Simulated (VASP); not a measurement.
A run of VASP 6.6.1 is set up as follows.

Contents of INCAR:

```
PREC     = Accurate       # precision mode
ENCUT    = 520            # plane-wave cutoff, eV
EDIFF    = 1E-6           # SCF threshold, eV
ISMEAR   = -1             # smearing method
SIGMA    = 0.05           # smearing width, eV
LREAL    = False          # projectors in reciprocal space
LASPH    = True           # aspherical terms in the spheres
NELM     = 100            # most SCF steps
ALGO     = Normal         # electronic algorithm
ISIF     = 2              # what is computed and relaxed
LWAVE    = False          # write WAVECAR
LCHARG   = True           # write CHGCAR
GGA      = PS             # functional
LELF     = True           # ELF
LVHAR    = True         
NBANDS   = 19             # bands
```

The input KPOINTS:

```
regular mesh
0
Gamma
  13 13 13
```

File POSCAR:

```
Zn
1.0
    0.0000000000      2.1331022007      2.1331022007
    2.1331022007      0.0000000000      2.1331022007
    2.1331022007      2.1331022007      0.0000000000
Zn
2
Direct
   -0.1250000000     -0.1250000000     -0.1250000000
    0.1250000000      0.1250000000      0.1250000000
```

Potentials or basis: VASP PAW PBE potentials, release 64 (Zn).

Launch:

```console
$ cat potpaw_PBE.64/Zn/POTCAR > POTCAR
$ mpirun -np 1 vasp_std > vasp.out
```

Q: Predict the pressure.

A: 243.3 GPa.

Q: Predict the band gap on the k mesh.

A: Zero (bands 12 and 13 overlap by 14.56 eV).

Caveat: the cell stands under pressure; the PAW data sets were made with another functional, which shifts forces and pressure a little.
